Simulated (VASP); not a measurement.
# Li (Fm-3m) in VASP: a series of runs, part 2 of 3

VASP 6.6.1. Earlier steps stand in the parts before.

## 4. Electric field gradients, LDA (21.14 Å³/atom)

This run uses another cell than the first one, of 21.14 Å³/atom.

File INCAR:

```
SYSTEM = Li
PREC = Accurate ; ENCUT = 520
EDIFF = 1E-8 ; ISMEAR = -1
SIGMA = 0.05 ; LREAL = .FALSE.
LASPH = .TRUE. ; NELM = 80
ALGO = Normal ; ISIF = 2
LWAVE = .FALSE. ; LCHARG = .FALSE.
LEFG = .TRUE. ; NBANDS = 8
```

File KPOINTS:

```
regular mesh
0
G
  16 16 16
  0 0 0
```

File POSCAR:

```
Li
1.0
    0.0000000000      2.1946353965      2.1946353965
    2.1946353965      0.0000000000      2.1946353965
    2.1946353965      2.1946353965      0.0000000000
Li
1
Direct
    0.0000000000      0.0000000000      0.0000000000
```

Potentials or basis: VASP PAW LDA potentials, release 64 (Li_sv).

On the command line:

```
> cat potpaw_LDA.64/Li_sv/POTCAR > POTCAR
> mpirun -np 1 vasp_std > vasp.out
```

OUTCAR:

```text
SYSTEM = Li
   PREC = Accurate
   ENCUT = 520
   EDIFF = 1E-8
   ISMEAR = -1
   LREAL = .FALSE.
   LASPH = .TRUE.
   NELM = 80
   ISIF = 2

 ion  position               nearest neighbor table
   1  0.000  0.000  0.000-

  LATTYP: Found a face centered cubic cell.
 ALAT       =     4.3892707930

  Lattice vectors:

 A1 = (   0.0000000000,   2.1946353965,   2.1946353965)
 A2 = (   2.1946353965,   0.0000000000,   2.1946353965)
 A3 = (   2.1946353965,   2.1946353965,   0.0000000000)

Analysis of symmetry for initial positions (statically):
=====================================================================
 Subroutine PRICEL returns:
 Original cell was already a primitive cell.

 Routine SETGRP: Setting up the symmetry group for a
 face centered cubic supercell.

 Subroutine GETGRP returns: Found 48 space group operations
 (whereof 48 operations were pure point group operations)
 out of a pool of 48 trial point group operations.

The static configuration has the point symmetry O_h .
[... 442 lines left out ...]
 -----------------------------------------------------------------------------
  energy-cutoff  :      520.00
  volume of cell :       21.14
      direct lattice vectors                 reciprocal lattice vectors
     0.000000000  2.194635396  2.194635396    -0.227828277  0.227828277  0.227828277
     2.194635396  0.000000000  2.194635396     0.227828277 -0.227828277  0.227828277
     2.194635396  2.194635396  0.000000000     0.227828277  0.227828277 -0.227828277

 POSITION                                       TOTAL-FORCE (eV/Angst)
 -----------------------------------------------------------------------------------
      0.00000      0.00000      0.00000         0.000000      0.000000     -0.000000
 -----------------------------------------------------------------------------------
    total drift:                               -0.000000      0.000000     -0.000000

  FREE ENERGIE OF THE ION-ELECTRON SYSTEM (eV)
  ---------------------------------------------------
  free  energy   TOTEN  =        -2.0404251589 eV

  energy  without entropy=       -2.0367386822  energy(sigma->0) =       -2.03858192

 Electric field gradients (V/A^2)
---------------------------------------------------------------------
 ion       V_xx      V_yy      V_zz      V_xy      V_xz      V_yz
---------------------------------------------------------------------
   1      -0.000     0.000    -0.000     0.001     0.001     0.001
---------------------------------------------------------------------

 Electric field gradients after diagonalization (V/A^2)
 (convention: |V_zz| > |V_xx| > |V_yy|)
----------------------------------------------------------------------
 ion       V_xx      V_yy      V_zz     asymmetry (V_yy - V_xx)/ V_zz
----------------------------------------------------------------------
   1      -0.001    -0.001     0.002       0.000
----------------------------------------------------------------------

           NMR quadrupolar parameters

 Cq : quadrupolar parameter    Cq=e*Q*V_zz/h
 eta: asymmetry parameters     (V_yy - V_xx)/ V_zz
 Q  : nuclear electric quadrupole moment in mb (millibarn)
----------------------------------------------------------------------
 ion       Cq(MHz)       eta       Q (mb)
----------------------------------------------------------------------
   1       0.000       0.000       1.000
----------------------------------------------------------------------
```

OSZICAR:

```text
N       E                     dE             d eps       ncg     rms          rms(c)
DAV:   1    -0.261285565484E+00   -0.26129E+00   -0.70845E+02  2352   0.257E+02
DAV:   2    -0.201484714461E+01   -0.17536E+01   -0.17375E+01  3392   0.342E+01
DAV:   3    -0.204166940974E+01   -0.26822E-01   -0.26810E-01  2720   0.336E+00
DAV:   4    -0.204206983343E+01   -0.40042E-03   -0.40042E-03  3648   0.337E-01
DAV:   5    -0.204207045438E+01   -0.62095E-06   -0.62098E-06  2816   0.112E-02    0.246E-01
DAV:   6    -0.204097485391E+01    0.10956E-02   -0.37027E-04  3960   0.774E-02    0.138E-01
DAV:   7    -0.204042270852E+01    0.55215E-03   -0.82115E-04  3904   0.120E-01    0.280E-02
DAV:   8    -0.204042489989E+01   -0.21914E-05   -0.19320E-05  2704   0.287E-02    0.139E-03
DAV:   9    -0.204042512305E+01   -0.22316E-06   -0.36031E-07  3472   0.493E-03    0.558E-04
DAV:  10    -0.204042516371E+01   -0.40655E-07   -0.46834E-08  3336   0.117E-03    0.296E-04
DAV:  11    -0.204042515888E+01    0.48296E-08   -0.22752E-09  1536   0.304E-04
   1 F= -.20404252E+01 E0= -.20385819E+01  d E =-.368648E-02
```

stdout:

```text
POSCAR found type information on POSCAR Li
 POSCAR found :  1 types and       1 ions
 scaLAPACK will be used
 LDA part: xc-table for (Slater(with rela. corr.)+CA(PZ))
 , standard interpolation
 POSCAR, INCAR and KPOINTS ok, starting setup
 FFT: planning ... GRIDC
 FFT: planning ... GRID_SOFT
 FFT: planning ... GRID
 WAVECAR not read
 entering main loop
ion   1
```

Run time: 18 s. Hardware: 1 thread of Intel Xeon Platinum 8175M at 2.50GHz (Skylake/Cascade Lake), shared host; peak memory 0.13 GiB.

What came out:

```yaml
Free_energy: -2.0404 eV
Band_gap_on_the_k_mesh: zero (an odd number of electrons rules out a gap without spin polarisation)
Largest_electric_field_gradient_by_atom: zero within the noise of the run
```

Caveat: the cutoff is under 1.25 times the usual one of these potentials, so pressure, stress and relaxed cells hold a basis-set (Pulay) error.

## 5. Electric field gradients, LDA (21.57 Å³/atom)

This run uses another cell than the first one, of 21.57 Å³/atom.

File INCAR:

```
SYSTEM = Li
PREC     = Accurate       ! precision mode
ENCUT    = 520            ! plane-wave cutoff, eV
EDIFF    = 1E-8           ! SCF threshold, eV
ISMEAR   = -1             ! smearing method
SIGMA    = 0.05           ! smearing width, eV
LREAL    = .FALSE.        ! projectors in reciprocal space
LASPH    = .TRUE.         ! aspherical terms in the spheres
NELM     = 60             ! most SCF steps
ALGO     = Normal         ! electronic algorithm
ISIF     = 2              ! what is computed and relaxed
LWAVE    = .FALSE.        ! write WAVECAR
LCHARG   = .FALSE.        ! write CHGCAR
LEFG     = .TRUE.       
NBANDS   = 8              ! bands
```

KPOINTS is that of step 4.

File POSCAR:

```
Li
1.0
    0.0000000000      2.2093156684      2.2093156684
    2.2093156684      0.0000000000      2.2093156684
    2.2093156684      2.2093156684      0.0000000000
Li
1
Direct
    0.0000000000      0.0000000000      0.0000000000
```

Potentials or basis: VASP PAW LDA potentials, release 64 (Li_sv).

On the command line:

```
> cat potpaw_LDA.64/Li_sv/POTCAR > POTCAR
> mpirun -np 1 vasp_std > vasp.out
```

OUTCAR:

```text
SYSTEM = Li
   PREC = Accurate
   ENCUT = 520
   EDIFF = 1E-8
   ISMEAR = -1
   LREAL = .FALSE.
   LASPH = .TRUE.
   NELM = 60
   ISIF = 2

 ion  position               nearest neighbor table
   1  0.000  0.000  0.000-

  LATTYP: Found a face centered cubic cell.
 ALAT       =     4.4186313368

  Lattice vectors:

 A1 = (   0.0000000000,   2.2093156684,   2.2093156684)
 A2 = (   2.2093156684,   0.0000000000,   2.2093156684)
 A3 = (   2.2093156684,   2.2093156684,   0.0000000000)

Analysis of symmetry for initial positions (statically):
=====================================================================
 Subroutine PRICEL returns:
 Original cell was already a primitive cell.

 Routine SETGRP: Setting up the symmetry group for a
 face centered cubic supercell.

 Subroutine GETGRP returns: Found 48 space group operations
 (whereof 48 operations were pure point group operations)
 out of a pool of 48 trial point group operations.

The static configuration has the point symmetry O_h .
[... 442 lines left out ...]
 -----------------------------------------------------------------------------
  energy-cutoff  :      520.00
  volume of cell :       21.57
      direct lattice vectors                 reciprocal lattice vectors
     0.000000000  2.209315668  2.209315668    -0.226314423  0.226314423  0.226314423
     2.209315668  0.000000000  2.209315668     0.226314423 -0.226314423  0.226314423
     2.209315668  2.209315668  0.000000000     0.226314423  0.226314423 -0.226314423

 POSITION                                       TOTAL-FORCE (eV/Angst)
 -----------------------------------------------------------------------------------
      0.00000      0.00000      0.00000         0.000000      0.000000     -0.000000
 -----------------------------------------------------------------------------------
    total drift:                               -0.000000      0.000000     -0.000000

  FREE ENERGIE OF THE ION-ELECTRON SYSTEM (eV)
  ---------------------------------------------------
  free  energy   TOTEN  =        -2.0365327645 eV

  energy  without entropy=       -2.0328282963  energy(sigma->0) =       -2.03468053

 Electric field gradients (V/A^2)
---------------------------------------------------------------------
 ion       V_xx      V_yy      V_zz      V_xy      V_xz      V_yz
---------------------------------------------------------------------
   1      -0.000     0.000    -0.000     0.002     0.002     0.002
---------------------------------------------------------------------

 Electric field gradients after diagonalization (V/A^2)
 (convention: |V_zz| > |V_xx| > |V_yy|)
----------------------------------------------------------------------
 ion       V_xx      V_yy      V_zz     asymmetry (V_yy - V_xx)/ V_zz
----------------------------------------------------------------------
   1      -0.002    -0.002     0.004       0.000
----------------------------------------------------------------------

           NMR quadrupolar parameters

 Cq : quadrupolar parameter    Cq=e*Q*V_zz/h
 eta: asymmetry parameters     (V_yy - V_xx)/ V_zz
 Q  : nuclear electric quadrupole moment in mb (millibarn)
----------------------------------------------------------------------
 ion       Cq(MHz)       eta       Q (mb)
----------------------------------------------------------------------
   1       0.000       0.000       1.000
----------------------------------------------------------------------
```

OSZICAR:

```text
N       E                     dE             d eps       ncg     rms          rms(c)
DAV:   1    -0.169752452745E+00   -0.16975E+00   -0.70867E+02  2336   0.254E+02
DAV:   2    -0.200894720507E+01   -0.18392E+01   -0.17904E+01  3448   0.350E+01
DAV:   3    -0.203778312939E+01   -0.28836E-01   -0.28804E-01  2552   0.315E+00
DAV:   4    -0.203820747275E+01   -0.42434E-03   -0.42434E-03  3744   0.356E-01
DAV:   5    -0.203820917043E+01   -0.16977E-05   -0.16977E-05  2656   0.142E-02    0.258E-01
DAV:   6    -0.203709308419E+01    0.11161E-02   -0.36761E-04  4120   0.770E-02    0.144E-01
DAV:   7    -0.203653053259E+01    0.56255E-03   -0.78146E-04  4000   0.118E-01    0.269E-02
DAV:   8    -0.203653256306E+01   -0.20305E-05   -0.16374E-05  2704   0.269E-02    0.147E-03
DAV:   9    -0.203653273442E+01   -0.17136E-06   -0.23679E-07  3488   0.386E-03    0.510E-04
DAV:  10    -0.203653276741E+01   -0.32998E-07   -0.41348E-08  3048   0.109E-03    0.189E-04
DAV:  11    -0.203653276454E+01    0.28789E-08   -0.15165E-09  1560   0.250E-04
   1 F= -.20365328E+01 E0= -.20346805E+01  d E =-.370447E-02
```

stdout:

```text
POSCAR found type information on POSCAR Li
 POSCAR found :  1 types and       1 ions
 scaLAPACK will be used
 LDA part: xc-table for (Slater(with rela. corr.)+CA(PZ))
 , standard interpolation
 POSCAR, INCAR and KPOINTS ok, starting setup
 FFT: planning ... GRIDC
 FFT: planning ... GRID_SOFT
 FFT: planning ... GRID
 WAVECAR not read
 entering main loop
ion   1
```

Wall time 19 s (1 thread of Intel Xeon Platinum 8175M at 2.50GHz (Skylake/Cascade Lake), shared host); peak memory 0.13 GiB.

Results:

| Property | Result |
| --- | --- |
| Free energy | -2.0365 eV |
| Band gap on the k mesh | zero (an odd number of electrons rules out a gap without spin polarisation) |
| Largest electric field gradient by atom | zero within the noise of the run |

Caveat: the cutoff is under 1.25 times the usual one of these potentials, so pressure, stress and relaxed cells hold a basis-set (Pulay) error.

[end of part 2 of 3]
